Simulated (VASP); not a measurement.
The system is GaN.

```
CELL_PARAMETERS angstrom
0.00000 2.10852 2.10852
2.10852 0.00000 2.10852
2.10852 2.10852 0.00000
ATOMIC_POSITIONS crystal
Ga 0.50000 0.50000 0.50000
N 0.00000 0.00000 0.00000
```

Base run:

* Program: VASP 6.6.1
* Functional: r2SCAN
* Potentials or basis: VASP PAW PBE potentials, release 64 (Ga_d, N)
* Cutoff: 520 eV
* k mesh: 10 × 10 × 10
* Occupations: gaussian, width 0.01 eV
* Spin: no spin polarisation

Its results: band gap on the k mesh 1.18 eV, indirect (least direct gap 3.41 eV); pressure 1.3 GPa.

**Question.** The run is repeated on the same cell with these changes: functional from r2SCAN to PBE; k mesh from 10 × 10 × 10 to 6 × 6 × 6. What comes out?

**Answer.** Band gap on the k mesh 0.62 eV, indirect (least direct gap 2.83 eV); pressure 8.9 GPa.

Several settings changed at once, so the effect can't be laid on one alone.

Caveats: some runs use coarse meshes; the PAW data sets were made with another functional, which shifts forces and pressure a little (some runs).

A k mesh can miss the band edges.
